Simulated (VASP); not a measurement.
# WS2 (P1) in VASP: single point with PBE

Aim: the single point of WS2 with PBE.

Everything below comes from runs of VASP 6.6.1. Logs are shortened: lines on timing, memory, paths and dates and some standing lists are left out, and cuts for length are marked.

## (1) The cell of the first run

The typed cell holds 3 atoms: a = 3.158 Å, b = 3.158 Å, c = 6.427 Å, α = 75.78°, β = 75.78°, γ = 60.00°.

## (2) Single point, PBE

The input, INCAR:

```
SYSTEM = WS2
ALGO = Normal ; EDIFF = 1E-6
ENCUT = 520 ; GGA = PE
ISIF = 2 ; ISMEAR = 0
LASPH = .True. ; LCHARG = .False.
LREAL = .False. ; LWAVE = .False.
NBANDS = 20 ; NELM = 60
PREC = Accurate ; SIGMA = 0.05
```

The input, KPOINTS:

```
k-points
0
Gamma
  12 12 10
  0 0 0
```

The input, POSCAR:

```
WS2
1.0
   -1.5790000000      2.7349082252      0.0000000000
   -3.1580000000      0.0000000000      0.0000000000
   -1.5790000000      0.9116360751      6.1633333333
W S
1 2
Direct
   -0.0174330357     -0.0069955000      0.0146165074
    0.7503000000      0.7503000000      0.7491000000
    0.5810000000      0.5810000000      0.2570000000
```

Potentials or basis: VASP PAW PBE potentials, release 64 (W_sv, S).

On the command line:

```sh
$ cat potpaw_PBE.64/W_sv/POTCAR potpaw_PBE.64/S/POTCAR > POTCAR
$ mpirun -np 1 vasp_std > vasp.out
```

OUTCAR:

```text
SYSTEM = WS2
   EDIFF = 1E-6
   ENCUT = 520
   GGA = PE
   ISIF = 2
   ISMEAR = 0
   LASPH = .True.
   LREAL = .False.
   NELM = 60
   PREC = Accurate

 ion  position               nearest neighbor table
   1  0.983  0.993  0.015-   3 2.33   3 2.36   3 2.38   2 2.42   2 2.45   2 2.48
   2  0.750  0.750  0.749-   1 2.42   1 2.45   1 2.48
   3  0.581  0.581  0.257-   1 2.33   1 2.36   1 2.38

  LATTYP: Found a trigonal (rhomboedric) cell.
 ALAT       =     6.4273633094
 COS(alpha) =     0.8792940837

  Lattice vectors:

 A1 = (   0.0000000000,  -1.8232721501,   6.1633333333)
 A2 = (   1.5790000000,   0.9116360751,   6.1633333333)
 A3 = (  -1.5790000000,   0.9116360751,   6.1633333333)

Analysis of symmetry for initial positions (statically):
=====================================================================
 Subroutine PRICEL returns:
 Original cell was already a primitive cell.

 Routine SETGRP: Setting up the symmetry group for a
 trigonal (rhombohedral) supercell.

 Subroutine GETGRP returns: Found  1 space group operations
 (whereof  1 operations were pure point group operations)
 out of a pool of 12 trial point group operations.

The static configuration has the point symmetry C_1 .

Analysis of symmetry for dynamics (positions and initial velocities):
=====================================================================
 Subroutine PRICEL returns:
 Original cell was already a primitive cell.

 Routine SETGRP: Setting up the symmetry group for a
 trigonal (rhombohedral) supercell.

 Subroutine GETGRP returns: Found  1 space group operations
 (whereof  1 operations were pure point group operations)
 out of a pool of 12 trial point group operations.

The dynamic configuration has the point symmetry C_1 .

 Subroutine INISYM returns: Found  1 space group operations
 (whereof  1 operations are pure point group operations),
 and found     1 'primitive' translations

----------------------------------------------------------------------------------------

                                     Primitive cell

  volume of cell :      53.2317

  direct lattice vectors                    reciprocal lattice vectors
    -1.579000000  2.734908225  0.000000000     0.000000000  0.365642982 -0.054083288
    -3.158000000  0.000000000  0.000000000    -0.316656111 -0.182821491 -0.054083288
    -1.579000000  0.911636075  6.163333333     0.000000000  0.000000000  0.162249865

[... 104 lines left out ...]
   LASPH  =      T    aspherical Exc in radial PAW
   ENCUT  =  520.0 eV  38.22 Ry    6.18 a.u.   5.87  5.87 11.95*2*pi/ulx,y,z
   NELM   =     60;   NELMIN=  2; NELMDL= -5     # of ELM steps
   EDIFF  = 0.1E-05   stopping-criterion for ELM
   LREAL  =      F    real-space projection
   EDIFFG = 0.1E-04   stopping-criterion for IOM
   NSW    =      0    number of steps for IOM
   IBRION =     -1    ionic relax: 0-MD 1-quasi-New 2-CG
   NFREE  =      0    steps in history (QN), initial steepest desc. (CG)
   ISIF   =      2    stress and relaxation
   ISYM   =      2    0-nonsym 1-usesym 2-fastsym
   POTIM  = 0.5000    time-step for ionic-motion
   TEBEG  =    0.0;   TEEND  =   0.0 temperature during run
   PSTRESS=    0.0 pullay stress
   NELECT =      26.0000    total number of electrons
   NUPDOWN=      -1.0000    fix difference up-down
   EMIN   =  10.00;   EMAX   =-10.00  energy-range for DOS
   EFERMI =   0.00;   METHOD = LEGACY
   ISMEAR =     0;   SIGMA  =   0.05  broadening in eV -4-tet -1-fermi 0-gaus
   EFERMI_NEDOS =   21; number of points for ismear=-14 and -15
   IALGO  =     38    algorithm
   IMIX   =      4    mixing-type and parameters
     AMIX     =   0.40;   BMIX     =  1.00
     AMIX_MAG =   1.60;   BMIX_MAG =  1.00
  volume/ion in A,a.u.               =      17.74       119.74
  Fermi-wavevector in a.u.,A,eV,Ry     =   1.289266  2.436359 22.615687  1.662206
  Thomas-Fermi vector in A             =   2.421169
   LORBIT       =      0    0 simple, 1 ext, 2 COOP (PROOUT), +10 PAW based schemes
   GGA     = PE    functional components
   LHFCALC =     F    Hartree Fock is set to
   AEXX    =    0.0000 exact exchange contribution
   IVDW    =     0    specifies the selected vdW correction
   LEPSILON=     F    determine dielectric tensor
   LRPA    =     F    only Hartree local field effects (RPA)
 non-spin polarized calculation
 Gauss-broadening in eV      SIGMA  =   0.05
  energy-cutoff  :      520.00
  volume of cell :       53.23
 maximum number of plane-waves:      1448
   NGX = 11   NGY = 11   NGZ = 23

 number of electron      25.9999998 magnetization

 Free energy of the ion-electron system (eV)
  ---------------------------------------------------
  ext. energy  EPLUGINS =         0.00000000
  ---------------------------------------------------
  free energy    TOTEN  =       -23.50666365 eV

  energy without entropy =      -23.50666365  energy(sigma->0) =      -23.50666365

 E-fermi :   7.9204     XC(G=0): -10.9426

 val. band max:        7.5333312655   @ k =   0.0000   0.0000   0.5000
 cond. band min:       8.4238505857   @ k =  -0.1667   0.1667   0.0000
 fundamental gap:      0.8905193202
 Fermi energy:         7.9204455957

 k-point     1 :       0.0000    0.0000    0.0000
  band No.  band energies     occupation
      1     -67.1408      2.00000
      2     -31.4060      2.00000
      3     -31.2348      2.00000
      4     -31.2257      2.00000
      5      -8.1772      2.00000
      6      -6.1705      2.00000
[... 541 lines left out ...]
     19      15.8247      0.00000
     20      16.3483      0.00000

 [... further k-points ...]

------------------------ aborting loop because EDIFF is reached ----------------------------------------

  FORCE on cell =-STRESS in cart. coord.  units (eV):
  Direction    XX          YY          ZZ          XY          YZ          ZX
  --------------------------------------------------------------------------------------
  -------------------------------------------------------------------------------------
  Total        1.9451443      1.3940931      1.8053812     -0.2091897     -0.1328928      0.1156162
  in kB       58.5452760     41.9596454     54.3386643     -6.2962277     -3.9998298      3.4798362
  external PRESSURE =      51.6145286 kB  Pullay stress =       0.0000000 kB

 VOLUME and BASIS-vectors are now :
 -----------------------------------------------------------------------------
  energy-cutoff  :      520.00
  volume of cell :       53.23
      direct lattice vectors                 reciprocal lattice vectors
    -1.579000000  2.734908225  0.000000000     0.000000000  0.365642982 -0.054083288
    -3.158000000  0.000000000  0.000000000    -0.316656111 -0.182821491 -0.054083288
    -1.579000000  0.911636075  6.163333333     0.000000000  0.000000000  0.162249865

 POSITION                                       TOTAL-FORCE (eV/Angst)
 -----------------------------------------------------------------------------------
     -4.71046      2.70056      0.09009        -0.595278      0.753820     -2.372314
     -4.73700      2.73491      4.61695         0.247552     -0.317418      0.875594
     -3.15800      1.82327      1.58398         0.347726     -0.436402      1.496720
 -----------------------------------------------------------------------------------
    total drift:                                0.000034     -0.000035      0.000005

  FREE ENERGIE OF THE ION-ELECTRON SYSTEM (eV)
  ---------------------------------------------------
  free  energy   TOTEN  =       -23.5066636465 eV

  energy  without entropy=      -23.5066636465  energy(sigma->0) =      -23.50666365
```

OSZICAR:

```text
N       E                     dE             d eps       ncg     rms          rms(c)
DAV:   1     0.199403851094E+03    0.19940E+03   -0.13009E+04 28968   0.129E+03
DAV:   2    -0.143354301000E+02   -0.21374E+03   -0.20689E+03 33500   0.345E+02
DAV:   3    -0.246946406306E+02   -0.10359E+02   -0.10251E+02 36588   0.712E+01
DAV:   4    -0.248437858139E+02   -0.14915E+00   -0.14903E+00 35048   0.920E+00
DAV:   5    -0.248463406888E+02   -0.25549E-02   -0.25547E-02 36292   0.127E+00    0.274E+01
DAV:   6    -0.236895930095E+02    0.11567E+01   -0.63007E+00 32276   0.169E+01    0.113E+01
DAV:   7    -0.235588106017E+02    0.13078E+00   -0.15019E+00 30632   0.677E+00    0.574E+00
DAV:   8    -0.235075636362E+02    0.51247E-01   -0.29110E-01 33388   0.354E+00    0.142E+00
DAV:   9    -0.235070045386E+02    0.55910E-03   -0.13360E-02 37016   0.793E-01    0.576E-01
DAV:  10    -0.235066219975E+02    0.38254E-03   -0.39509E-03 33580   0.427E-01    0.129E-01
DAV:  11    -0.235066493748E+02   -0.27377E-04   -0.44288E-04 32848   0.135E-01    0.760E-02
DAV:  12    -0.235066538445E+02   -0.44697E-05   -0.47648E-05 34432   0.518E-02    0.193E-02
DAV:  13    -0.235066634678E+02   -0.96233E-05   -0.90405E-06 32832   0.214E-02    0.112E-02
DAV:  14    -0.235066636465E+02   -0.17869E-06   -0.12244E-06 27304   0.636E-03
   1 F= -.23506664E+02 E0= -.23506664E+02  d E =-.181601E-30
```

It took 3.9 min on 1 thread of Intel Xeon Platinum 8559C (Emerald Rapids), shared host; peak memory 0.72 GiB.

What came out:

```
Free energy            : -23.5067 eV
Pressure               : 5.2 GPa
Largest force          : 2.559 eV/Å
Band gap on the k mesh : 0.89 eV (least direct gap 1.89 eV)
```

Forces on the atoms (eV/Å):
```
W   -0.595  0.754 -2.372
S    0.248 -0.317  0.876
S    0.348 -0.436  1.497
```

Stress tensor (GPa, compression positive):
```
 5.85 -0.63  0.35
-0.63  4.20 -0.40
 0.35 -0.40  5.43
```

Caveat: the cell stands under pressure; spin-orbit coupling is left out, which moves the levels of the heavy elements; forces of over 1 eV/Å act on the atoms, so gaps and moduli don't describe the material at rest. A k mesh can miss the band edges.
